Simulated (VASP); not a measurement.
# H2CO in VASP: further runs, part 2 of 2

VASP 6.6.1. Earlier steps stand in the parts before.

## Step 3: Single point, PBE+D3(BJ)

Contents of INCAR:

```
SYSTEM = H2CO
ALGO     = Normal         ! electronic algorithm
EDIFF    = 1E-6           ! SCF threshold, eV
ENCUT    = 520            ! plane-wave cutoff, eV
GGA      = PE             ! functional
ISIF     = 2              ! what is computed and relaxed
ISMEAR   = -1             ! smearing method
IVDW     = 12             ! dispersion correction
LASPH    = .TRUE.         ! aspherical terms in the spheres
LCHARG   = .FALSE.        ! write CHGCAR
LREAL    = Auto         
LWAVE    = .FALSE.        ! write WAVECAR
NBANDS   = 54             ! bands
NELM     = 60             ! most SCF steps
PREC     = Accurate       ! precision mode
SIGMA    = 0.02           ! smearing width, eV
```

Contents of KPOINTS:

```
k-points
0
G
  1 1 1
  0 0 0
```

Contents of POSCAR:

```
H2CO
1.0
    7.1530900000      0.0000000000      0.0000000000
    0.0000000000      7.1530900000      0.0000000000
    0.0000000000      0.0000000000      7.1530900000
O C H
6 6 12
Direct
    0.2092102853      0.5512582674      0.7570993794
    0.2595102257      1.0182452618      0.4529371223
    0.5926809253      0.5581643737      1.1535434337
    0.6575899367      0.4566557949      0.6202913706
    0.9390207589      1.0036082308      0.6434701646
    0.4808411470      0.0498106413      0.9981840016
    0.3014361626      0.6020335268      0.6171878167
    0.1587425854      0.9408521352      0.3409994841
    0.7092319543      0.5659791782      1.0303239579
    0.6448262220      0.2895531861      0.6587642543
    0.9384615600      0.9108650947      0.7856045429
    0.3852740564      0.1883242067      0.9773398629
    0.3941932787      0.7179834170      0.6174534362
    0.3006952240      0.5210615273      0.4825886435
    0.0307978790      0.9966182447      0.2777820494
    0.1804395024      0.7874918392      0.3187293883
    0.6713322494      0.6283158747      0.8891821576
    0.8453689245      0.4944855999      1.0395367596
    0.5489655520      0.2001652433      0.5775545953
    0.7151594626      0.2280832479      0.7781112778
    0.8404200143      0.9570689031      0.8919921321
    1.0258503668      0.7895329151      0.8176326595
    0.4242921591      0.3324157812      0.9922145534
    0.2302221837      0.1691576647      0.9575582021
```

Potentials or basis: VASP PAW PBE potentials, release 64 (O, C, H).

The run is started by

```bash
$ cat potpaw_PBE.64/O/POTCAR potpaw_PBE.64/C/POTCAR potpaw_PBE.64/H/POTCAR > POTCAR
$ mpirun -np 1 vasp_gam > vasp.out
```

OUTCAR:

```text
SYSTEM = H2CO
   EDIFF = 1E-6
   ENCUT = 520
   GGA = PE
   ISIF = 2
   ISMEAR = -1
   IVDW = 12
   LASPH = .TRUE.
   LREAL = Auto
   NELM = 60
   PREC = Accurate
 IVDW          = 12

 ion  position               nearest neighbor table
   1  0.209  0.551  0.757-   7 1.25
   2  0.260  0.018  0.453-   8 1.21
   3  0.593  0.558  0.154-   9 1.21
   4  0.658  0.457  0.620-  10 1.23
   5  0.939  0.004  0.643-  11 1.21
   6  0.481  0.050  0.998-  12 1.21
   7  0.301  0.602  0.617-  13 1.06  14 1.12   1 1.25
   8  0.159  0.941  0.341-  15 1.10  16 1.12   2 1.21
   9  0.709  0.566  0.030-  18 1.10  17 1.14   3 1.21
  10  0.645  0.290  0.659-  20 1.08  19 1.10   4 1.23
  11  0.938  0.911  0.786-  21 1.09  22 1.09   5 1.21
  12  0.385  0.188  0.977-  23 1.07  24 1.13   6 1.21
  13  0.394  0.718  0.617-   7 1.06
  14  0.301  0.521  0.483-   7 1.12
  15  0.031  0.997  0.278-   8 1.10
  16  0.180  0.787  0.319-   8 1.12
  17  0.671  0.628  0.889-   9 1.14
  18  0.845  0.494  0.040-   9 1.10
  19  0.549  0.200  0.578-  10 1.10
  20  0.715  0.228  0.778-  10 1.08
  21  0.840  0.957  0.892-  11 1.09
  22  0.026  0.790  0.818-  11 1.09
  23  0.424  0.332  0.992-  12 1.07
  24  0.230  0.169  0.958-  12 1.13

  LATTYP: Found a simple cubic cell.
 ALAT       =     7.1530900000

  Lattice vectors:

 A1 = (   7.1530900000,   0.0000000000,   0.0000000000)
 A2 = (   0.0000000000,   7.1530900000,   0.0000000000)
 A3 = (   0.0000000000,   0.0000000000,   7.1530900000)

Analysis of symmetry for initial positions (statically):
=====================================================================
 Subroutine PRICEL returns:
 Original cell was already a primitive cell.

 Routine SETGRP: Setting up the symmetry group for a
 simple cubic supercell.

 Subroutine GETGRP returns: Found  1 space group operations
 (whereof  1 operations were pure point group operations)
 out of a pool of 48 trial point group operations.

The static configuration has the point symmetry C_1 .
[... 156 lines left out ...]
  Thomas-Fermi vector in A             =   2.080654
   LORBIT       =      0    0 simple, 1 ext, 2 COOP (PROOUT), +10 PAW based schemes
   GGA     = PE    functional components
   LHFCALC =     F    Hartree Fock is set to
   AEXX    =    0.0000 exact exchange contribution
   IVDW    =    12    specifies the selected vdW correction
   LEPSILON=     F    determine dielectric tensor
   LRPA    =     F    only Hartree local field effects (RPA)
 non-spin polarized calculation
  energy-cutoff  :      520.00
  volume of cell :      366.00
 maximum number of plane-waves:      4898
 NGX is ok and might be reduce to    54
   NGX = 27   NGY = 27   NGZ = 27

 number of electron      72.0000004 magnetization

 Free energy of the ion-electron system (eV)
  ---------------------------------------------------
  ext. energy  EPLUGINS =         0.00000000
  ---------------------------------------------------
  free energy    TOTEN  =      -132.75074749 eV

  energy without entropy =     -132.75074749  energy(sigma->0) =     -132.75074749

 E-fermi :  -2.5669     XC(G=0):  -6.0190

 val. band max:       -3.0903138724   @ k =   0.0000   0.0000   0.0000
 cond. band min:      -0.2951653190   @ k =   0.0000   0.0000   0.0000
 fundamental gap:      2.7951485534
 Fermi energy:        -2.5668757202

 k-point     1 :       0.0000    0.0000    0.0000
  band No.  band energies     occupation
      1     -23.9936      2.00000
      2     -23.9620      2.00000
      3     -23.7944      2.00000
      4     -23.7289      2.00000
      5     -23.5662      2.00000
      6     -23.1905      2.00000
[... 40 lines left out ...]
     47       4.1469      0.00000
     48       4.9133      0.00000
 [bands above 48 left out]

------------------------ aborting loop because EDIFF is reached ----------------------------------------

 Edisp (eV)   -0.89052

 E8    (eV) :    -0.2080

  FORCE on cell =-STRESS in cart. coord.  units (eV):
  Direction    XX          YY          ZZ          XY          YZ          ZX
  --------------------------------------------------------------------------------------
  -------------------------------------------------------------------------------------
  Total       2.39416     2.49590     0.36937     0.38407     1.03280     0.06914
  in kB      10.48052    10.92587     1.61694     1.68126     4.52111     0.30265
  external pressure =        7.67 kB  Pullay stress =        0.00 kB

 VOLUME and BASIS-vectors are now :
 -----------------------------------------------------------------------------
  energy-cutoff  :      520.00
  volume of cell :      366.00
      direct lattice vectors                 reciprocal lattice vectors
     7.153090000  0.000000000  0.000000000     0.139799723  0.000000000  0.000000000
     0.000000000  7.153090000  0.000000000     0.000000000  0.139799723  0.000000000
     0.000000000  0.000000000  7.153090000     0.000000000  0.000000000  0.139799723

 POSITION                                       TOTAL-FORCE (eV/Angst)
 -----------------------------------------------------------------------------------
      1.49650      3.94320      5.41560         0.993616      0.673990     -1.632907
      1.85630      0.13051      3.23990         0.451473      0.896104     -0.353293
      4.23950      3.99260      1.09831         0.055797      0.047858      0.457315
      4.70380      3.26650      4.43700         0.157033     -0.390231      0.122760
      6.71690      0.02581      4.60280         0.184505     -0.194472     -0.810066
      3.43950      0.35630      7.14010         0.891082     -0.027845     -0.114703
[... 16 lines left out ...]
      3.03500      2.37780      7.09740         0.832637      0.977692     -0.049919
      1.64680      1.21000      6.84950         0.131268      0.158756     -0.214760
 -----------------------------------------------------------------------------------
    total drift:                               -0.006295      0.004689     -0.006798

  FREE ENERGIE OF THE ION-ELECTRON SYSTEM (eV)
  ---------------------------------------------------
  free  energy   TOTEN  =      -133.6412660428 eV

  energy  without entropy=     -133.6412660427  energy(sigma->0) =     -133.64126604
```

stdout:

```text
POSCAR found type information on POSCAR O C H
 POSCAR found :  3 types and      24 ions
 scaLAPACK will be used
 LDA part: xc-table for (Slater+PW92), standard interpolation
 POSCAR, INCAR and KPOINTS ok, starting setup
 FFT: planning ... GRIDC
 FFT: planning ... GRID_SOFT
 FFT: planning ... GRID
 WAVECAR not read
 entering main loop
```

Wall time 30 s (1 thread of AMD EPYC 7R43 (Zen 3), shared host); peak memory 0.31 GiB.

What came out:

```yaml
Free_energy: -133.6413 eV
Pressure: 0.8 GPa
Largest_force: 2.830 eV/Å
Band_gap_on_the_k_mesh: 2.80 eV
Dispersion_energy_per_atom: -0.037 eV
```

Forces on the atoms (eV/Å):
```
O    0.994  0.674 -1.633
O    0.451  0.896 -0.353
O    0.056  0.048  0.457
O    0.157 -0.390  0.123
O    0.185 -0.194 -0.810
O    0.891 -0.028 -0.115
C   -1.374 -2.224  1.084
C    0.190 -1.579  0.842
C   -0.910  0.132 -1.055
C   -0.547  0.969 -0.650
C   -0.624  0.634  0.298
C   -2.092 -1.184  0.402
H    0.740  1.336  0.227
H   -0.247  0.094  0.341
H   -0.177  0.700 -0.311
H   -0.029  0.095 -0.500
H    0.445 -0.017  0.599
H    0.521  0.012  0.179
H   -0.010 -0.359 -0.112
H    0.471 -0.270  0.484
H   -0.509 -0.069  1.050
H    0.455 -0.413 -0.282
H    0.833  0.978 -0.050
H    0.131  0.159 -0.215
```

Stress tensor (GPa, compression positive):
```
1.05 0.17 0.03
0.17 1.09 0.45
0.03 0.45 0.16
```

Levels at points of the mesh, in eV from the valence-band top:
```
           k point  band 33  band 34  band 35  band 36  band 37  band 38  band 39  band 40
(0.00, 0.00, 0.00)    -0.34    -0.25    -0.05     0.00     2.80     3.08     3.20     3.36
```

Caveat: the k points lie up to 0.88 Å⁻¹ apart.

## Step 4: Single point, PBE+D3(BJ)

Contents of INCAR:

```
ALGO = Normal
EDIFF = 1E-6
ENCUT = 520
GGA = PE
ISIF = 2
ISMEAR = -1
IVDW = 12
LASPH = True
LCHARG = False
LREAL = Auto
LWAVE = False
NBANDS = 54
NELM = 80
PREC = Accurate
SIGMA = 0.02
```

Contents of KPOINTS:

```
k-points
0
Gamma
  1 1 1
```

Contents of POSCAR:

```
H2CO
1.0
    7.1530900000      0.0000000000      0.0000000000
    0.0000000000      7.1530900000      0.0000000000
    0.0000000000      0.0000000000      7.1530900000
O C H
6 6 12
Direct
    0.2102308233      0.5214809264      0.7332495467
    0.2753075943      1.0150158882      0.4351266376
    0.5799172106      0.5247522399      1.1760232291
    0.6486287744      0.4694474696      0.6199139113
    0.9296122375      1.0157009069      0.6586663945
    0.5184752324      0.0419399169      1.0311487763
    0.2988918076      0.5954489598      0.6120012470
    0.1447066932      0.9551117070      0.3467033128
    0.7008719309      0.5814969475      1.0772687049
    0.6529625658      0.3109844836      0.6701719117
    0.9221189724      0.9116060332      0.7970681202
    0.3753342961      0.1387092851      1.0075785430
    0.3668764129      0.7383941765      0.6294342725
    0.2939708573      0.5522228855      0.4725370434
    0.0663489485      1.0478688231      0.2486338072
    0.1037593543      0.7990952162      0.3398111865
    0.6807966907      0.6709547902      0.9573624825
    0.8566927020      0.5477912343      1.1059695880
    0.5834541436      0.1900157834      0.6016840275
    0.7559809816      0.2763560923      0.7876316389
    0.8878400803      0.9687841199      0.9353300462
    0.9379862409      0.7526537482      0.7750077239
    0.3712241842      0.2961796930      1.0305755974
    0.2479348086      0.0734228145      0.9497014577
```

The run is started by

```bash
$ cat potpaw_PBE.64/O/POTCAR potpaw_PBE.64/C/POTCAR potpaw_PBE.64/H/POTCAR > POTCAR
$ mpirun -np 1 vasp_gam > vasp.out
```

Wall time 29 s (1 thread of AMD EPYC 7R43 (Zen 3), shared host); peak memory 0.31 GiB.

Results (log left out):

| Property | Result |
| --- | --- |
| Free energy | -133.6626 eV |
| Pressure | 0.3 GPa |
| Largest force | 3.228 eV/Å |
| Band gap on the k mesh | 2.62 eV |
| Dispersion energy per atom | -0.036 eV |

Forces on the atoms (eV/Å):
```
O   -0.852 -1.139  1.711
O    0.455  0.040  0.429
O   -1.701 -0.727  1.077
O   -0.730  2.363 -1.026
O    0.015 -0.821  1.174
O   -1.576  1.316 -0.190
C    0.595  2.932  0.352
C   -0.351 -0.868 -0.844
C    2.831  0.069 -0.072
C    1.903 -2.137  1.494
C   -0.175 -0.454 -2.128
C    1.887 -0.438 -0.045
H    0.071 -0.721  0.218
H    0.218 -1.140 -2.227
H   -0.251 -0.049  0.162
H    0.183  0.950  0.287
H   -0.492  0.586 -0.897
H   -0.739  0.083 -0.095
H   -0.389  0.144 -0.029
H   -0.779 -0.237 -0.358
H    0.019 -0.005  0.421
H    0.024  1.082  0.486
H    0.115 -0.794  0.080
H   -0.283 -0.036  0.018
```

Stress tensor (GPa, compression positive):
```
-0.18  0.79 -0.95
 0.79 -0.74 -0.79
-0.95 -0.79  1.84
```

Levels at points of the mesh, in eV from the valence-band top:
```csv
k point,band 33,band 34,band 35,band 36,band 37,band 38,band 39,band 40
"(0.00, 0.00, 0.00)",-0.56,-0.50,-0.26,0.00,2.62,2.68,3.14,3.20
```

Caveat: the k points lie up to 0.88 Å⁻¹ apart.
